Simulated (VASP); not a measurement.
# Ni (Fm-3m) in VASP: a series of runs, part 2 of 3

VASP 6.6.1. The steps go on from the part before.

### 3 Single point, LDA, collinear spin, ferromagnetic start (9.44 Å³/atom)

This run uses another cell than the first one, of 9.44 Å³/atom.

The input, INCAR:

```
ALGO = Normal
EDIFF = 1E-6
ENCUT = 520
ISIF = 2
ISMEAR = -1
ISPIN = 2
LASPH = T
LCHARG = F
LMAXMIX = 4
LORBIT = 11
LREAL = F
LWAVE = F
MAGMOM = 1
NBANDS = 15
NELM = 150
PREC = Accurate
SIGMA = 0.08
```

The input, KPOINTS:

```
k-points
0
Gamma
  18 18 18
```

The input, POSCAR:

```
Ni
1.0
    0.0000000000      1.6774038169      1.6774038169
    1.6774038169      0.0000000000      1.6774038169
    1.6774038169      1.6774038169      0.0000000000
Ni
1
Direct
    0.0000000000      0.0000000000      0.0000000000
```

Potentials or basis: VASP PAW LDA potentials, release 64 (Ni).

The run is started by

```sh
cat potpaw_LDA.64/Ni/POTCAR > POTCAR
mpirun -np 1 vasp_std > vasp.out
```

OUTCAR:

```text
EDIFF = 1E-6
   ENCUT = 520
   ISIF = 2
   ISMEAR = -1
   ISPIN = 2
   LASPH = T
   LORBIT = 11
   LREAL = F
   NELM = 150
   PREC = Accurate

 ion  position               nearest neighbor table
   1  0.000  0.000  0.000-

  LATTYP: Found a face centered cubic cell.
 ALAT       =     3.3548076338

  Lattice vectors:

 A1 = (   0.0000000000,   1.6774038169,   1.6774038169)
 A2 = (   1.6774038169,   0.0000000000,   1.6774038169)
 A3 = (   1.6774038169,   1.6774038169,   0.0000000000)

Analysis of symmetry for initial positions (statically):
=====================================================================
 Subroutine PRICEL returns:
 Original cell was already a primitive cell.

 Routine SETGRP: Setting up the symmetry group for a
 face centered cubic supercell.

 Subroutine GETGRP returns: Found 48 space group operations
 (whereof 48 operations were pure point group operations)
 out of a pool of 48 trial point group operations.

The static configuration has the point symmetry O_h .

Analysis of symmetry for dynamics (positions and initial velocities):
=====================================================================
 Subroutine PRICEL returns:
 Original cell was already a primitive cell.

 Routine SETGRP: Setting up the symmetry group for a
 face centered cubic supercell.

 Subroutine GETGRP returns: Found 48 space group operations
 (whereof 48 operations were pure point group operations)
 out of a pool of 48 trial point group operations.

The dynamic configuration has the point symmetry O_h .

Analysis of structural, dynamic, and magnetic symmetry:
=====================================================================
 Subroutine PRICEL returns:
 Original cell was already a primitive cell.

 Routine SETGRP: Setting up the symmetry group for a
 face centered cubic supercell.

 Subroutine GETGRP returns: Found 48 space group operations
 (whereof 48 operations were pure point group operations)
 out of a pool of 48 trial point group operations.

The overall configuration has the point symmetry O_h .

 Subroutine INISYM returns: Found 48 space group operations
 (whereof 48 operations are pure point group operations),
 and found     1 'primitive' translations

----------------------------------------------------------------------------------------

                                     Primitive cell

  volume of cell :       9.4394

  direct lattice vectors                    reciprocal lattice vectors
     0.000000000  1.677403817  1.677403817    -0.298079684  0.298079684  0.298079684
     1.677403817  0.000000000  1.677403817     0.298079684 -0.298079684  0.298079684
     1.677403817  1.677403817  0.000000000     0.298079684  0.298079684 -0.298079684

  length of vectors
     2.372207227  2.372207227  2.372207227     0.516289158  0.516289158  0.516289158

  position of ions in fractional coordinates (direct lattice)
     0.000000000  0.000000000  0.000000000

  ion indices of the primitive-cell ions
   primitive index   ion index
                 1           1

----------------------------------------------------------------------------------------

 KPOINTS: k-points

Automatic generation of k-mesh.
 Grid dimensions read from file:
 generate k-points for:   18   18   18

 Generating k-lattice:

  Cartesian coordinates                     Fractional coordinates (reciprocal lattice)
[... 70 lines left out ...]
   PSTRESS=    0.0 pullay stress
   NELECT =      10.0000    total number of electrons
   NUPDOWN=      -1.0000    fix difference up-down
   EMIN   =  10.00;   EMAX   =-10.00  energy-range for DOS
   EFERMI =   0.00;   METHOD = LEGACY
   ISMEAR =    -1;   SIGMA  =   0.08  broadening in eV -4-tet -1-fermi 0-gaus
   EFERMI_NEDOS =   21; number of points for ismear=-14 and -15
   IALGO  =     38    algorithm
   IMIX   =      4    mixing-type and parameters
     AMIX     =   0.40;   BMIX     =  1.00
     AMIX_MAG =   1.60;   BMIX_MAG =  1.00
  volume/ion in A,a.u.               =       9.44        63.70
  Fermi-wavevector in a.u.,A,eV,Ry     =   1.668888  3.153741 37.894774  2.785187
  Thomas-Fermi vector in A             =   2.754657
   LORBIT       =     11    0 simple, 1 ext, 2 COOP (PROOUT), +10 PAW based schemes
   GGA     = CA    functional components
   LHFCALC =     F    Hartree Fock is set to
   AEXX    =    0.0000 exact exchange contribution
   IVDW    =     0    specifies the selected vdW correction
   LEPSILON=     F    determine dielectric tensor
   LRPA    =     F    only Hartree local field effects (RPA)
 spin polarized calculation
  energy-cutoff  :      520.00
  volume of cell :        9.44
 maximum number of plane-waves:       268
 NGX is ok and might be reduce to    18
   NGX =  9   NGY =  9   NGZ =  9

 number of electron      10.0000007 magnetization       0.5666950

 Free energy of the ion-electron system (eV)
  ---------------------------------------------------
  ext. energy  EPLUGINS =         0.00000000
  ---------------------------------------------------
  free energy    TOTEN  =        -6.56631922 eV

  energy without entropy =       -6.53371922  energy(sigma->0) =       -6.55001922

 E-fermi :  11.2008     XC(G=0): -14.4752

 val. band max:       11.1953580981   @ k =   0.4444   0.2222   0.0556
 cond. band min:      11.2023160998   @ k =   0.3889   0.2778   0.0000
 fundamental gap:      0.0069580017
 Fermi energy:        11.2007550346

 spin component 1

 k-point     1 :       0.0000    0.0000    0.0000
  band No.  band energies     occupation
      1       1.1991      1.00000
      2       8.4801      1.00000
      3       8.4801      1.00000
      4       8.4801      1.00000
      5       9.8912      1.00000
      6       9.8912      1.00000
      7      36.1632      0.00000
      8      41.0715      0.00000
      9      41.0715      0.00000
     10      41.0715      0.00000
     11      44.6402      0.00000
     12      44.6402      0.00000
     13      44.6402      0.00000
     14      47.3662      0.00000
[... 403 lines left out ...]
      4       8.8046      1.00000
      5       9.7745      1.00000
      6      10.1732      1.00000
      7      27.7694      0.00000
      8      35.0491      0.00000
      9      38.6925      0.00000
     10      41.3165      0.00000
     11      43.7454      0.00000
     12      43.8579      0.00000
     13      48.6586      0.00000
     14      50.3178      0.00000
     15      53.3856      0.00000

 [... further k-points ...]

 spin component 2

 k-point     1 :       0.0000    0.0000    0.0000
  band No.  band energies     occupation
      1       1.2516      1.00000
      2       9.0572      1.00000
      3       9.0572      1.00000
      4       9.0572      1.00000
      5      10.4278      0.99994
      6      10.4278      0.99994
      7      36.1643      0.00000
      8      41.1205      0.00000
      9      41.1205      0.00000
     10      41.1205      0.00000
     11      44.8136      0.00000
     12      44.8136      0.00000
     13      44.8136      0.00000
     14      47.3598      0.00000
[... 403 lines left out ...]
      4       9.3670      1.00000
      5      10.3277      0.99998
      6      10.7383      0.99692
      7      27.9535      0.00000
      8      35.1319      0.00000
      9      38.7664      0.00000
     10      41.4462      0.00000
     11      43.8616      0.00000
     12      43.9247      0.00000
     13      48.7340      0.00000
     14      50.4753      0.00000
     15      53.7070      0.00000

 [... further k-points ...]

------------------------ aborting loop because EDIFF is reached ----------------------------------------

  FORCE on cell =-STRESS in cart. coord.  units (eV):
  Direction    XX          YY          ZZ          XY          YZ          ZX
  --------------------------------------------------------------------------------------
  -------------------------------------------------------------------------------------
  Total        1.0521506      1.0521506      1.0521506      0.0000000     -0.0000000     -0.0000000
  in kB      178.5852680    178.5852680    178.5852680      0.0000000     -0.0000000     -0.0000000
  external PRESSURE =     178.5852680 kB  Pullay stress =       0.0000000 kB

 VOLUME and BASIS-vectors are now :
 -----------------------------------------------------------------------------
  energy-cutoff  :      520.00
  volume of cell :        9.44
      direct lattice vectors                 reciprocal lattice vectors
     0.000000000  1.677403817  1.677403817    -0.298079684  0.298079684  0.298079684
     1.677403817  0.000000000  1.677403817     0.298079684 -0.298079684  0.298079684
     1.677403817  1.677403817  0.000000000     0.298079684  0.298079684 -0.298079684

 POSITION                                       TOTAL-FORCE (eV/Angst)
 -----------------------------------------------------------------------------------
      0.00000      0.00000      0.00000         0.000000      0.000000      0.000000
 -----------------------------------------------------------------------------------
    total drift:                               -0.000000      0.000000      0.000000

  FREE ENERGIE OF THE ION-ELECTRON SYSTEM (eV)
  ---------------------------------------------------
  free  energy   TOTEN  =        -6.5663192220 eV

  energy  without entropy=       -6.5337192192  energy(sigma->0) =       -6.55001922

 total charge

# of ion       s       p       d       tot
------------------------------------------
    1        0.565   0.637   8.408   9.610

 magnetization (x)

# of ion       s       p       d       tot
------------------------------------------
    1       -0.004  -0.017   0.584   0.563
```

OSZICAR:

```text
N       E                     dE             d eps       ncg     rms          rms(c)
DAV:   1     0.324810313831E+02    0.32481E+02   -0.42246E+03 12540   0.896E+02
DAV:   2    -0.626665543859E+01   -0.38748E+02   -0.36009E+02 12876   0.168E+02
DAV:   3    -0.764997024430E+01   -0.13833E+01   -0.13688E+01 14584   0.311E+01
DAV:   4    -0.765634871504E+01   -0.63785E-02   -0.63774E-02 14468   0.203E+00
DAV:   5    -0.765639357214E+01   -0.44857E-04   -0.44856E-04 14935   0.155E-01    0.119E+01
DAV:   6    -0.681649070230E+01    0.83990E+00   -0.11375E+01 16758   0.393E+01    0.513E+00
DAV:   7    -0.659301106204E+01    0.22348E+00   -0.15784E+00 14475   0.134E+01    0.243E+00
DAV:   8    -0.656896892594E+01    0.24042E-01   -0.24401E-02 16597   0.107E+00    0.926E-01
DAV:   9    -0.656684267981E+01    0.21262E-02   -0.11527E-03 19094   0.205E-01    0.270E-01
DAV:  10    -0.656634666838E+01    0.49601E-03   -0.29580E-04 19219   0.887E-02    0.448E-02
DAV:  11    -0.656631707811E+01    0.29590E-04   -0.30602E-05 17897   0.341E-02    0.197E-02
DAV:  12    -0.656631931239E+01   -0.22343E-05   -0.45867E-06 13624   0.132E-02    0.100E-02
DAV:  13    -0.656631922200E+01    0.90388E-07   -0.27521E-07 11056   0.449E-03
   1 F= -.65663192E+01 E0= -.65500192E+01  d E =-.326000E-01  mag=     0.5670
```

stdout:

```text
POSCAR found type information on POSCAR Ni
 POSCAR found :  1 types and       1 ions
 scaLAPACK will be used
 LDA part: xc-table for (Slater(with rela. corr.)+CA(PZ))
 , standard interpolation
 POSCAR, INCAR and KPOINTS ok, starting setup
 FFT: planning ... GRIDC
 FFT: planning ... GRID_SOFT
 FFT: planning ... GRID
 WAVECAR not read
 entering main loop
```

It took 67 s on 1 thread of Intel Xeon 8259CL, shared host; peak memory 0.15 GiB.

Results:

| Property | Result |
| --- | --- |
| Free energy | -6.5663 eV |
| Pressure | 17.9 GPa |
| Net moment | 0.57 μB per cell |
| Site moments | Ni +0.56 μB |
| Valence electrons inside the program's atomic spheres | Ni 9.61 |

Caveat: the cell stands under pressure.

### 4 Single point, LDA, collinear spin, ferromagnetic start (9.44 Å³/atom)

This run uses another cell than the first one, of 9.44 Å³/atom.

The input, INCAR:

```
SYSTEM = Ni
PREC = Accurate
ENCUT = 520
EDIFF = 1E-6
ISMEAR = -1
SIGMA = 0.08
LREAL = .FALSE.
LASPH = .TRUE.
NELM = 150
ALGO = Normal
ISIF = 2
LWAVE = .FALSE.
LCHARG = .FALSE.
ISPIN = 2
MAGMOM = 1
LORBIT = 11
LMAXMIX = 4
GGA = CA
NBANDS = 15
```

The input, KPOINTS:

```
Automatic mesh
0
G
  18 18 18
  0 0 0
```

POSCAR is that of step 3.

The run is started by

```sh
cat potpaw_LDA.64/Ni/POTCAR > POTCAR
mpirun -np 1 vasp_std > vasp.out
```

Wall time 69 s (1 thread of Intel Xeon 8259CL, shared host); peak memory 0.15 GiB.

It converged, with:

```
Free energy                                           : -6.5663 eV
Pressure                                              : 17.9 GPa
Net moment                                            : 0.57 μB per cell
Site moments                                          : Ni +0.56 μB
Valence electrons inside the program's atomic spheres : Ni 9.61
```

Levels at points of the mesh, in eV from the Fermi level:
Spin up:
```tsv
k point	band 3	band 4	band 5	band 6	band 7	band 8
(0.00, 0.00, 0.00)	-2.72	-2.72	-1.31	-1.31	24.96	29.87
(0.50, 0.00, 0.00)	-2.74	-0.51	-0.44	-0.44	6.84	23.42
(0.50, 0.50, 0.00)	-0.42	-0.24	-0.24	2.57	10.65	16.16
```
Spin down:
```csv
k point,band 2,band 3,band 4,band 5,band 6,band 7,band 8,band 9
"(0.00, 0.00, 0.00)",-2.14,-2.14,-2.14,-0.77,-0.77,24.96,29.92,29.92
"(0.50, 0.00, 0.00)",-2.22,-2.22,-0.47,0.18,0.18,7.21,23.41,27.26
"(0.50, 0.50, 0.00)",-4.46,0.14,0.42,0.42,2.63,10.93,16.24,16.24
```

Caveat: the cell stands under pressure.

(Part 2 of 3 ends here.)
